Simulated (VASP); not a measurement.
## SiO2: electric field gradients with r2SCAN

Crystal: SiO2.

```
CELL_PARAMETERS angstrom
4.99600 0.00000 0.00000
0.00000 4.99600 0.00000
0.00000 0.00000 7.01600
ATOMIC_POSITIONS crystal
Si 0.30198 0.30198 0.00000
Si 0.19802 0.80198 0.25000
Si 0.69802 0.69802 0.50000
Si 0.80198 0.19802 0.75000
O 0.23803 0.11003 0.18152
O 0.38997 0.73803 0.43152
O 0.76197 0.88997 0.68152
O 0.61003 0.26197 0.93152
O 0.73803 0.38997 0.56848
O 0.88997 0.76197 0.31848
O 0.26197 0.61003 0.06848
O 0.11003 0.23803 0.81848
```

| Item | Value |
| --- | --- |
| Program | VASP 6.6.1 |
| Task | electric field gradients |
| Functional | r2SCAN |
| Potentials or basis | VASP PAW PBE potentials, release 64 (Si, O) |
| Cutoff | 520 eV |
| k mesh | 4 × 4 × 3 |
| Occupations | fermi-dirac, width 0.02 eV |
| Spin | no spin polarisation |
| Dipole correction | no |
| Further INCAR settings | ALGO = Normal; EDIFF = 1e-08; NBANDS = 44 |

| Property | Result |
| --- | --- |
| Pressure | -3.6 GPa |
| Largest force | 0.282 eV/Å |
| Band gap on the k mesh | 6.23 eV |
| Largest electric field gradient by atom | Si -4.3; O +90.0 V/Å² |

Forces in eV/Å, atoms in the order of the input:
```
Si   0.026  0.026  0.000
Si  -0.026  0.026  0.000
Si  -0.026 -0.026  0.000
Si   0.026 -0.026  0.000
O    0.043 -0.131 -0.246
O    0.131  0.043 -0.246
O   -0.043  0.131 -0.246
O   -0.131 -0.043 -0.246
O    0.043  0.131  0.246
O    0.131 -0.043  0.246
O   -0.043 -0.131  0.246
O   -0.131  0.043  0.246
```

Stress tensor (GPa, compression positive):
```
-3.25  0.00  0.00
 0.00 -3.25  0.00
 0.00  0.00 -4.35
```

Levels at points of the mesh, in eV from the valence-band top:
```tsv
k point	band 30	band 31	band 32	band 33	band 34	band 35
(0.00, 0.00, 0.00)	-0.31	-0.31	0.00	6.23	9.55	9.55
(0.50, 0.00, 0.00)	-0.64	-0.48	-0.48	8.33	8.33	9.98
(0.50, 0.50, 0.00)	-0.58	-0.53	-0.53	9.34	9.34	9.48
```

Electric field gradients, principal values (V/Å²):
```tsv
atom	least	middle	greatest (by size)
1 Si	0.771	3.557	-4.328
2 Si	0.771	3.557	-4.328
3 Si	0.771	3.557	-4.328
4 Si	0.771	3.557	-4.328
5 O	-37.350	-52.651	90.001
6 O	-37.350	-52.651	90.001
7 O	-37.350	-52.651	90.001
8 O	-37.350	-52.651	90.001
9 O	-37.350	-52.651	90.001
10 O	-37.350	-52.651	90.001
11 O	-37.350	-52.651	90.001
12 O	-37.350	-52.651	90.001
```

It took 4.8 min on 1 thread of Intel(R) Xeon(R) 6975P-C (Granite Rapids), on a shared host, peak memory 0.33 GiB.

Caveat: the cell stands under tension; without QUAD_EFG the Cq values of the log hold for a quadrupole moment of 1 mb, not for the nuclei; the PAW data sets were made with another functional, which shifts forces and pressure a little.
